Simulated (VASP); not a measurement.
Pt: single point with r2SCAN

Pt:

```xyz
2
Lattice="0.0000 2.8690 2.8690 2.8690 0.0000 2.8690 2.8690 2.8690 0.0000" Properties=species:S:1:pos:R:3 pbc="T T T"
Pt    0.7173    0.7173    0.7173
Pt    5.0208    5.0208    5.0208
```

```json
{
 "Program": "VASP 6.6.1",
 "Task": "single point",
 "Functional": "r2SCAN",
 "Potentials or basis": "VASP PAW PBE potentials, release 64 (Pt)",
 "Cutoff": "520 eV",
 "k mesh": "10 × 10 × 10",
 "Occupations": "fermi-dirac, width 0.05 eV",
 "Spin": "collinear spin, ferromagnetic start",
 "Starting moments": "[1.0, 1.0] μB"
}
```

The pressure is 0.1 GPa. The net moment is 1.38 μB per cell. The site moments are Pt +0.67 μB. The valence electrons inside the program's atomic spheres are Pt 9.21.

Levels at points of the mesh, in eV from the Fermi level:
Spin up:
```csv
k point,band 7,band 8,band 9,band 10,band 11,band 12,band 13,band 14,band 15,band 16
"(0.00, 0.00, 0.00)",-2.29,-2.29,-2.29,-0.47,-0.47,10.79,11.04,12.07,12.07,12.07
"(0.50, 0.00, 0.00)",-1.78,-1.78,-1.38,-0.81,-0.81,0.46,8.28,8.28,10.28,11.76
"(0.50, 0.50, 0.00)",-2.93,-2.93,-0.56,-0.56,1.10,1.10,4.07,4.07,9.64,9.64
```
Spin down:
```tsv
k point	band 8	band 9	band 10	band 11	band 12	band 13
(0.00, 0.00, 0.00)	-1.64	-1.64	0.17	0.17	11.07	11.26
(0.50, 0.00, 0.00)	-1.24	-1.24	-0.08	-0.08	1.13	8.43
(0.50, 0.50, 0.00)	-2.41	0.21	0.21	1.64	1.64	4.07
```

It took 7.1 min on 1 thread of Oxide Virtual Turin-like Processor, on a shared host, peak memory 0.2 GiB.

Caveat: the PAW data sets were made with another functional, which shifts forces and pressure a little; spin-orbit coupling is left out, which moves the levels of the heavy elements.
